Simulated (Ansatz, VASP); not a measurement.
# Bi6Te in VASP and in Ansatz

```
Bi Te
1.0
     4.61802    0.12111    0.07920
    -2.20274    3.78579    0.02976
     0.25328    0.24948   14.05138
Bi Te
6 1
Cartesian
  -0.0537 -0.0199 3.9456
  0.2391 2.7173 6.1673
  2.7228 4.1772 10.2149
  2.4309 1.4353 7.9926
  0.3293 2.8006 12.0184
  2.3387 1.3546 2.1426
  -2.2043 3.7898 0.0294
```

Change from the starting cell: cell x1, atoms moved at random (sigma 0.05 Å) and cell strained at random (1.5 %), then relaxed without symmetry.

Alike in both runs: functional PBE; k mesh 6 × 6 × 2; occupations gaussian, width 0.2 eV; no spin polarisation.

Ansatz relaxed the structure, and its values are those at the end. VASP's run is a single point on that final structure, the one shown.

|  | VASP | Ansatz |
| --- | --- | --- |
| version | VASP 6.6.1 | Ansatz 0.2.0 |
| potentials or method | VASP PAW PBE potentials, release 64 (Bi_d, Te), cutoff 520 eV | scalar-relativistic, plane waves, PAW |
| valence electrons in the cell | 96 | 106 |

Ansatz gave:

```
gap on the k mesh at the Fermi level (eV) : none
pressure (GPa)                            : 0.0
rms of the force components (eV/Å)        : 0.007
```

Problem. Which values does VASP return?

Solution. gap on the k mesh at the Fermi level (eV): none; pressure (GPa): 0.0; rms of the force components (eV/Å): 0.008.

A gap of «none» marks a metal or a gap that the smearing closes. VASP's potentials hold 96 valence electrons a cell and Ansatz's 106, so a difference there can come from the potentials and not from the codes.

Neither program's run includes spin-orbit coupling.
